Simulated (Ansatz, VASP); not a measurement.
# TaTi3 in VASP and in Ansatz

File INCAR:

```
SYSTEM = TaTi3
PREC = Accurate
ENCUT = 520
EDIFF = 1E-7
ISMEAR = -1
SIGMA = 0.1
LREAL = .FALSE.
LASPH = .TRUE.
NELM = 80
ALGO = Normal
ISIF = 2
LWAVE = .FALSE.
LCHARG = .FALSE.
GGA = CA
NBANDS = 32
```

KPOINTS

```
regular mesh
0
G
  6 6 6
  0 0 0
```

The input POSCAR:

```
TaTi3
1.0
    0.0000000000      3.2446043327      3.2446043327
    3.2446043327      0.0000000000      3.2446043327
    3.2446043327      3.2446043327      0.0000000000
Ti Ta
3 1
Direct
    0.2500000000      0.2500000000      0.2500000000
    0.7500000000      0.7500000000      0.7500000000
    0.5000000000      0.5000000000      0.5000000000
    0.0000000000      0.0000000000      0.0000000000
```

Input for Ansatz:

```yaml
crystal:
  lattice:
    - [0.0, 3.244604332715756, 3.244604332715756]
    - [3.244604332715756, 0.0, 3.244604332715756]
    - [3.244604332715756, 3.244604332715756, 0.0]
  atoms:
    - { symbol: Ti, position: [0.25, 0.25, 0.25] }
    - { symbol: Ti, position: [0.75, 0.75, 0.75] }
    - { symbol: Ti, position: [0.5, 0.5, 0.5] }
    - { symbol: Ta, position: [0.0, 0.0, 0.0] }
basis:
  ecutwfc: 500.0
kpoints:
  mp_grid:
    grid: [6, 6, 6]
hamiltonian:
  xc: lda
scf:
  convergence:
    dr2_threshold: 1.0e-10
  occupations:
    method: fermi_dirac
    width: 0.1
output:
  stress: true
```

Alike in both runs: task single point; functional LDA; k mesh 6 × 6 × 6; occupations fermi-dirac, width 0.1 eV; no spin polarisation.

```csv
,VASP,Ansatz
version,VASP 6.6.1,Ansatz 0.2.0
potentials or method,"VASP PAW LDA potentials, release 64 (Ti_sv, Ta_pv), cutoff 520 eV","plane waves, PAW"
valence electrons in the cell,47,49
```

|  | VASP | Ansatz | Ansatz less VASP |
| --- | --- | --- | --- |
| pressure (GPa) | -7.1 | -7.2 | -0.08 |

LDA's correlation is that of Perdew and Zunger in VASP and of Perdew and Wang (1992) in Ansatz. VASP's potentials hold 47 valence electrons a cell and Ansatz's 49, so a difference there can come from the potentials and not from the codes.

Spin-orbit coupling is off throughout.
